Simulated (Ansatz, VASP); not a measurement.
BiB: VASP beside Ansatz

```
CELL_PARAMETERS angstrom
0.00000 2.79871 2.79871
2.79871 0.00000 2.79871
2.79871 2.79871 0.00000
ATOMIC_POSITIONS crystal
B 0.00000 0.00000 0.00000
Bi 0.25000 0.25000 0.25000
```

Alike in both runs: task single point; functional r2SCAN; k mesh 6 × 6 × 6; no spin polarisation.

```csv
,VASP,Ansatz
version,VASP 6.6.1,Ansatz 0.2.0
potentials or method,"VASP PAW PBE potentials, release 64 (B, Bi_d)","plane waves, PAW"
plane-wave cutoff (eV),520,500
occupations,"gaussian, width 0.01 eV",fixed
valence electrons in the cell,18,18
```

```csv
,VASP,Ansatz,Ansatz less VASP
gap on the k mesh at the Fermi level (eV),none,none,-
pressure (GPa),-4.0,-4.0,+0.04
```

VASP's potentials were made for PBE, not for r2SCAN. A gap of «none» marks a metal or a gap that the smearing closes. Ansatz's warnings: unresolved pair at count.

Neither program's run includes spin-orbit coupling.
